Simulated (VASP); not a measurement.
Set up this calculation in VASP 6.6.1, as the native input.

- Task: single point
- Functional: PBEsol
- Potentials or basis: VASP PAW PBE potentials, release 64 (Hf_pv)
- Cutoff: 520 eV
- k mesh: 13 × 13 × 7
- Occupations: fermi-dirac, width 0.05 eV
- Spin: no spin polarisation
- Dipole correction: no
- Further INCAR settings: ALGO = Normal; EDIFF = 1e-07; NBANDS = 17

The structure of Hf lies in POSCAR:

```
Hf
1.0
    3.1327645537      0.0000000000      0.0000000000
   -1.5663822769      2.7130536876      0.0000000000
    0.0000000000      0.0000000000      5.0578000000
Hf
2
Direct
    0.3333333333      0.6666666667      0.2500000000
    0.6666666667      0.3333333333      0.7500000000
```

This cell differs from its parent crystal: equal xx and yy strain of -2 %.

The input as run:

INCAR

```
ALGO = Normal
EDIFF = 1E-7
ENCUT = 520
GGA = PS
ISIF = 2
ISMEAR = -1
LASPH = True
LCHARG = False
LREAL = False
LWAVE = False
NBANDS = 17
NELM = 80
PREC = Accurate
SIGMA = 0.05
```

KPOINTS

```
k-points
0
Gamma
  13 13 7
```

Potentials or basis: VASP PAW PBE potentials, release 64 (Hf_pv).

Launch:

```console
$ cat potpaw_PBE.64/Hf_pv/POTCAR > POTCAR
$ mpirun -np 1 vasp_std > vasp.out
```

It gave:

- Pressure: 0.2 GPa
- Band gap on the k mesh: zero (band 10 reaches 6.26 eV, above the bottom of band 11 at 4.68 eV)

Caveat: the cell differs from its parent crystal (equal xx and yy strain of -2 %); the PAW data sets were made with another functional, which shifts forces and pressure a little; spin-orbit coupling is left out, which moves the levels of the heavy elements.

It took 32 s on 1 thread of AMD EPYC 9R45 96-Core Processor (Zen 5) (shared host), peak memory 0.16 GiB.
